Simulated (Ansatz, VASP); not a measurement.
CoO in VASP and in Ansatz

INCAR

```
PREC = Accurate
ENCUT = 520
EDIFF = 1E-6
ISMEAR = 0
SIGMA = 0.05
LREAL = False
LASPH = True
NELM = 150
ALGO = Normal
ISIF = 2
LWAVE = False
LCHARG = False
ISPIN = 2
MAGMOM = 2.67 -2.67 0 0
LORBIT = 11
LMAXMIX = 4
LDAU = True
LDAUTYPE = 2
LDAUL = 2 -1
LDAUU = 2 0
LDAUJ = 0 0
LDAUPRINT = 1
NBANDS = 27
```

KPOINTS

```
regular mesh
0
Gamma
  8 8 8
```

POSCAR

```
CoO
1.0
    0.0000000000      2.1315016600      2.1315016600
    2.1315016600      0.0000000000      2.1315016600
    4.2630033200      4.2630033200      0.0000000000
Co O
2 2
Direct
    0.0000000000      0.0000000000      0.0000000000
    0.0000000000      0.0000000000      0.5000000000
    0.5000000000      0.5000000000      0.2500000000
    0.5000000000      0.5000000000      0.7500000000
```

Input for Ansatz:

```yaml
crystal:
  lattice:
    - [0.0, 2.13150166, 2.13150166]
    - [2.13150166, 0.0, 2.13150166]
    - [4.26300332, 4.26300332, 0.0]
  atoms:
    - { symbol: Co, position: [0.0, 0.0, 0.0], spin: 3.0 }
    - { symbol: O, position: [0.5, 0.5, 0.25] }
    - { symbol: Co, position: [0.0, 0.0, 0.5], spin: -3.0 }
    - { symbol: O, position: [0.5, 0.5, 0.75] }
basis:
  ecutwfc: 420
  ecutrho_ratio: 4
kpoints:
  mp_grid: { grid: [8, 8, 8] }
hamiltonian:
  xc: lda
  hubbard:
    sites:
      - { site: 0, l: d, u_eff: 2.0, starting_ns: [{ spin: up, occupation_matrix: s0up }, { spin: down, occupation_matrix: s0down }] }
      - { site: 2, l: d, u_eff: 2.0, starting_ns: [{ spin: up, occupation_matrix: s2up }, { spin: down, occupation_matrix: s2down }] }
    occupation_matrices:
      s0up:
        matrix:
          - [0.97, 0.0, 0.0, 0.0, 0.0]
          - [0.0, 0.97, 0.0, 0.0, 0.0]
          - [0.0, 0.0, 0.97, 0.0, 0.0]
          - [0.0, 0.0, 0.0, 0.97, 0.0]
          - [0.0, 0.0, 0.0, 0.0, 0.97]
      s0down:
        matrix:
          - [0.04826, 0.06616, 0.06552, 2.0e-05, -0.13184]
          - [0.06616, 0.63428, -0.30749, 0.11404, -0.30708]
          - [0.06552, -0.30749, 0.63419, -0.11428, -0.30716]
          - [2.0e-05, 0.11404, -0.11428, 0.04828, 0.00027]
          - [-0.13184, -0.30708, -0.30716, 0.00027, 0.635]
      s2up:
        matrix:
          - [0.04826, 0.06616, 0.06552, 2.0e-05, -0.13184]
          - [0.06616, 0.63428, -0.30749, 0.11404, -0.30708]
          - [0.06552, -0.30749, 0.63419, -0.11428, -0.30716]
          - [2.0e-05, 0.11404, -0.11428, 0.04828, 0.00027]
          - [-0.13184, -0.30708, -0.30716, 0.00027, 0.635]
      s2down:
        matrix:
          - [0.97, 0.0, 0.0, 0.0, 0.0]
          - [0.0, 0.97, 0.0, 0.0, 0.0]
          - [0.0, 0.0, 0.97, 0.0, 0.0]
          - [0.0, 0.0, 0.0, 0.97, 0.0]
          - [0.0, 0.0, 0.0, 0.0, 0.97]
    ns_hold: { iters: 8 }
scf:
  occupations: { method: gaussian, width: 0.05 }
  lower_state_search: "off"
  max_iter: 150
output:
  forces: true
  stress: true
  eigenvalues: true
  populations: true
  hubbard: { sites: [{ site: 0, l: d }, { site: 2, l: d }] }
  write_density: true
  write_potential: true
  elf: true
  volumetric_format: npy
magnetization:
  spin_polarized: true
```

Alike in both runs: task single point; functional LDA; k mesh 8 × 8 × 8; occupations gaussian, width 0.05 eV; collinear spin; Hubbard terms Co d U = 2.0 eV.

|  | VASP | Ansatz |
| --- | --- | --- |
| version | VASP 6.6.1 | Ansatz 0.2.0 |
| potentials or method | VASP PAW LDA potentials, release 64 (Co, O), cutoff 520 eV | scalar-relativistic, plane waves, PAW |
| valence electrons in the cell | 30 | 46 |

|  | VASP | Ansatz | Ansatz less VASP |
| --- | --- | --- | --- |
| gap on the k mesh at the Fermi level (eV) | 0.70 | 0.84 | +0.135 |
| least direct gap on the mesh (eV) | 1.18 | 1.30 | +0.113 |
| pressure (GPa) | -17.2 | -14.8 | +2.39 |
| net moment per atom (μB) | 0.00 | 0.00 | 0.000 |
| size of the moment on the site where the two differ most (μB) | 2.50 | 2.42 | -0.078 |

LDA's correlation is that of Perdew and Zunger in VASP and of Perdew and Wang (1992) in Ansatz. Site moments also hang on the region over which each program counts them. The programs project onto different local orbitals, so the same U acts differently, and such runs can settle in different states. VASP's potentials hold 30 valence electrons a cell and Ansatz's 46, so a difference there can come from the potentials and not from the codes. Ansatz's warnings: symmetry narrowed by occupation matrices.
